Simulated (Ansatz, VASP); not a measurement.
MnO2 in VASP and in Ansatz

```xyz
6
Lattice="4.4497 0.0000 0.0000 0.0000 4.4497 0.0000 0.0000 0.0000 2.8771" Properties=species:S:1:pos:R:3 pbc="T T T"
Mn    0.0000    0.0000    0.0000
Mn    2.2248    2.2248    1.4385
O     1.3592    1.3592    0.0000
O     0.8657    3.5840    1.4385
O     3.0905    3.0905    0.0000
O     3.5840    0.8657    1.4385
```

Alike in both runs: task single point; functional PBE; k mesh 8 × 8 × 12; occupations gaussian, width 0.1 eV; collinear spin.

|  | VASP | Ansatz |
| --- | --- | --- |
| version | VASP 6.6.1 | Ansatz 0.2.0 |
| potentials or method | VASP PAW PBE potentials, release 64 (Mn_pv, O), cutoff 520 eV | scalar-relativistic, plane waves, PAW |
| valence electrons in the cell | 50 | 54 |

```csv
,VASP,Ansatz,Ansatz less VASP
gap on the k mesh at the Fermi level (eV),none,none,-
pressure (GPa),0.8,0.0,-0.76
"traceless stress, the component that is largest in VASP (GPa)",0.22,-0.01,-0.228
rms of the force components (eV/Å),0.015,0.000,-0.0145
net moment per atom (μB),1.00,1.00,0.000
size of the moment on the site where the two differ most (μB),2.71,2.39,-0.317
```

Site moments also hang on the region over which each program counts them. Atom by atom the forces differ by 0.015 eV/Å (rms over components). A gap of «none» marks a metal or a gap that the smearing closes. VASP's potentials hold 50 valence electrons a cell and Ansatz's 54, so a difference there can come from the potentials and not from the codes. Ansatz's warnings: saved state not lowest, stability check not made.
